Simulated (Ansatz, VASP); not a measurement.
## In: VASP beside Ansatz

File INCAR:

```
PREC     = Accurate       # precision mode
ENCUT    = 520            # plane-wave cutoff, eV
EDIFF    = 1E-6           # SCF threshold, eV
ISMEAR   = 0              # smearing method
SIGMA    = 0.15           # smearing width, eV
LREAL    = F              # projectors in reciprocal space
LASPH    = T              # aspherical terms in the spheres
NELM     = 80             # most SCF steps
ALGO     = Fast           # electronic algorithm
ISIF     = 2              # what is computed and relaxed
LWAVE    = F              # write WAVECAR
LCHARG   = F              # write CHGCAR
GGA      = PE             # functional
NBANDS   = 12             # bands
```

Contents of KPOINTS:

```
Automatic mesh
0
Gamma
  20 20 20
```

Contents of POSCAR:

```
In
1.0
   -1.6342807500      1.6180192500      2.4739500000
    1.6342807500     -1.6180192500      2.4739500000
    1.6342807500      1.6180192500     -2.4739500000
In
1
Direct
    0.0000000000      0.0000000000      0.0000000000
```

Input for Ansatz:

```yaml
crystal:
  lattice:
    - [-1.63428075, 1.61801925, 2.47395]
    - [1.63428075, -1.61801925, 2.47395]
    - [1.63428075, 1.61801925, -2.47395]
  atoms:
    - { symbol: In, position: [0.0, 0.0, 0.0] }
basis:
  ecutwfc: 420
kpoints:
  mp_grid: { grid: [20, 20, 20] }
hamiltonian:
  xc: pbe
scf:
  occupations: { method: gaussian, width: 0.15 }
output:
  forces: true
  stress: true
  eigenvalues: true
  write_density: true
  write_potential: true
  elf: true
  volumetric_format: npy
```

Change from the starting cell: strain +0.0050 x Voigt [1, -1, 0, 0, 0, 0], atoms carried along.

Alike in both runs: task single point; functional PBE; k mesh 20 × 20 × 20; occupations gaussian, width 0.15 eV; no spin polarisation.

```csv
,VASP,Ansatz
version,VASP 6.6.1,Ansatz 0.2.0
potentials or method,"VASP PAW PBE potentials, release 64 (In_d), cutoff 520 eV","scalar-relativistic, plane waves, PAW"
valence electrons in the cell,13,13
```

|  | VASP | Ansatz | Ansatz less VASP |
| --- | --- | --- | --- |
| gap on the k mesh at the Fermi level (eV) | none | none | - |
| pressure (GPa) | 2.0 | 2.0 | +0.07 |
| traceless stress, the component that is largest in VASP (GPa) | -0.21 | -0.20 | +0.004 |

A gap of «none» marks a metal or a gap that the smearing closes.
